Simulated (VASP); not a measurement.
# CdTe (rocksalt type): single point with PBEsol

The system is CdTe (rocksalt type).

```
Cd Te
1.0
     0.00000    2.99928    2.99928
     2.99928    0.00000    2.99928
     2.99928    2.99928    0.00000
Cd Te
1 1
Direct
  0.00000 0.00000 0.00000
  0.50000 0.50000 0.50000
```

```
Program             : VASP 6.6.1
Task                : single point
Functional          : PBEsol
Potentials or basis : VASP PAW PBE potentials, release 64 (Cd, Te)
Cutoff              : 520 eV
k mesh              : 13 × 13 × 13
Occupations         : fermi-dirac, width 0.05 eV
Spin                : no spin polarisation
```

| Property | Result |
| --- | --- |
| Pressure | 0.3 GPa |
| Band gap on the k mesh | zero (band 9 reaches 4.44 eV, above the bottom of band 10 at 3.04 eV) |

Levels at points of the mesh, in eV from the Fermi level:
```csv
k point,band 5,band 6,band 7,band 8,band 9,band 10,band 11,band 12,band 13,band 14
"(0.00, 0.00, 0.00)",-8.31,-8.31,-0.49,-0.49,-0.49,0.52,7.11,7.11,7.11,7.84
```

It took 41 s on 1 thread of Intel(R) Xeon(R) Platinum 8488C (Sapphire Rapids), on a shared host, peak memory 0.22 GiB.

Caveat: the PAW data sets were made with another functional, which shifts forces and pressure a little; spin-orbit coupling is left out, which moves the levels of the heavy elements.
